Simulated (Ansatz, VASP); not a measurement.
# HgTe in VASP and in Ansatz

```
Hg Te
1.0
     0.00000    3.82352    3.32480
     3.82352    0.00000    3.32480
     3.82352    3.82352    0.00000
Hg Te
1 1
Direct
  0.00000 0.00000 0.00000
  0.75000 0.75000 0.75000
```

Alike in both runs: task single point; functional LDA; k mesh 16 × 16 × 16; occupations gaussian, width 0.15 eV; no spin polarisation.

|  | VASP | Ansatz |
| --- | --- | --- |
| version | VASP 6.6.1 | Ansatz 0.2.0 |
| potentials or method | VASP PAW LDA potentials, release 64 (Hg, Te), cutoff 500 eV | scalar-relativistic, plane waves, PAW |
| valence electrons in the cell | 18 | 36 |

```tsv
	VASP	Ansatz	Ansatz less VASP
gap on the k mesh at the Fermi level (eV)	none	none	-
pressure (GPa)	-6.7	-6.7	-0.02
traceless stress, the component that is largest in VASP (GPa)	1.46	1.46	0.000
```

LDA's correlation is that of Perdew and Zunger in VASP and of Perdew and Wang (1992) in Ansatz. A gap of «none» marks a metal or a gap that the smearing closes. VASP's potentials hold 18 valence electrons a cell and Ansatz's 36, so a difference there can come from the potentials and not from the codes.

Neither program's run includes spin-orbit coupling.
